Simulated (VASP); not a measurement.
Sc3S, 8 atoms in the cell. Symmetry: P6_3/mmc, No. 194, hexagonal system. Conventional cell: a = 6.103 Å, b = 6.103 Å, c = 4.737 Å, α = 90.00°, β = 90.00°, γ = 120.00°. Within 3.8 Å of Sc (site symmetry mm2) lie 4 S at 2.92 to 3.05 Å and 8 Sc at 2.95 to 3.15 Å. S (site symmetry -6m2) has 12 Sc at 2.92 to 3.05 Å within 3.8 Å. 

| Property | Result |
| --- | --- |
| Program | VASP 6.6.1 |
| Task | single point |
| Functional | PBE |
| Potentials or basis | VASP PAW PBE potentials, release 64 (Sc_sv, S) |
| Cutoff | 520 eV |
| k mesh | 3 × 3 × 4 |
| Occupations | gaussian, width 0.1 eV |
| Spin | no spin polarisation |
| Dipole correction | no |
| Further INCAR settings | ALGO = Normal; EDIFF = 1e-06; NBANDS = 49 |

Potentials or basis: VASP PAW PBE potentials, release 64 (Sc_sv, S).

Run with:

```bash
$ cat potpaw_PBE.64/Sc_sv/POTCAR potpaw_PBE.64/S/POTCAR > POTCAR
$ mpirun -np 1 vasp_std > vasp.out
```

Hardware: 1 thread of Intel(R) Xeon(R) Platinum 8488C (Sapphire Rapids), with other jobs on the host.

Q: How long does it take, and how much memory?

A: It took 47 s on 1 thread of Intel(R) Xeon(R) Platinum 8488C (Sapphire Rapids), with other jobs on the host, peak memory 0.28 GiB. Counts: scf iterations 13, k points 9.
